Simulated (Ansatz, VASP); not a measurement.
## Two plane-wave programs on Rh4C3

The input INCAR:

```
  PREC = Accurate
  ENCUT = 520
  EDIFF = 1E-6
  ISMEAR = -5
  SIGMA = 0.1
  LREAL = False
  LASPH = True
  NELM = 100
  ALGO = Normal
  ISIF = 2
  LWAVE = False
  LCHARG = False
  GGA = PE
  NBANDS = 45
```

Contents of KPOINTS:

```
regular mesh
0
Gamma
  6 6 6
```

The input POSCAR:

```
Rh4C3
1.0
    3.2239530000      0.0000000000      0.0000000000
   -1.6119760000      2.7920260000      0.0000000000
   -1.6119760000      0.9306750000      8.0639200000
Rh C
4 3
Direct
    0.1280000000      0.8720000000      0.3840000000
    0.8720000000      0.1280000000      0.6160000000
    0.2930000000      0.7070000000      0.8790000000
    0.7070000000      0.2930000000      0.1210000000
    0.2170000000      0.7830000000      0.6510000000
    0.7830000000      0.2170000000      0.3490000000
    0.0000000000      0.0000000000      0.0000000000
```

Input for Ansatz:

```yaml
crystal:
  lattice:
    - [3.223953, 0.0, 0.0]
    - [-1.611976, 2.792026, 0.0]
    - [-1.611976, 0.930675, 8.06392]
  atoms:
    - { symbol: Rh, position: [0.128, 0.872, 0.384] }
    - { symbol: Rh, position: [0.872, 0.128, 0.616] }
    - { symbol: C, position: [0.217, 0.783, 0.651] }
    - { symbol: C, position: [0.783, 0.217, 0.349] }
    - { symbol: Rh, position: [0.293, 0.707, 0.879] }
    - { symbol: Rh, position: [0.707, 0.293, 0.121] }
    - { symbol: C, position: [0.0, 0.0, 0.0] }
  symmetry: { tolerance: 0.0003 }
kpoints:
  mp_grid: { grid: [6, 6, 6], shift: [0, 0, 0] }
magnetization:
  spin_polarized: false
scf:
  occupations: { method: tetrahedron }
  lower_state_search: light
hamiltonian:
  pseudopotentials: { kind: paw }
  xc: pbe
basis:
  ecutwfc: 420
output:
  forces: true
  stress: true
  eigenvalues: true
  write_density: true
  write_potential: true
  elf: true
  volumetric_format: npy
```

Alike in both runs: task single point; functional PBE; k mesh 6 × 6 × 6; occupations tetrahedron; no spin polarisation.

|  | VASP | Ansatz |
| --- | --- | --- |
| version | VASP 6.6.1 | Ansatz 0.2.0 |
| potentials or method | VASP PAW PBE potentials, release 64 (Rh_pv, C), cutoff 520 eV | PAW plane waves |
| valence electrons in the cell | 72 | 80 |

Ansatz gave:

* gap on the k mesh at the Fermi level (eV): none
* rms of the force components (eV/Å): 0.523

Task: Which values does VASP return?

Result: gap on the k mesh at the Fermi level (eV): none; rms of the force components (eV/Å): 0.542.

A gap of «none» marks a metal or a gap that the smearing closes. VASP's potentials hold 72 valence electrons a cell and Ansatz's 80, so a difference there can come from the potentials and not from the codes. Ansatz's warnings: band table not solved further, tetrahedron derivatives may miss energy slope.

The k mesh is coarse, so the values compare programs but aren't converged.
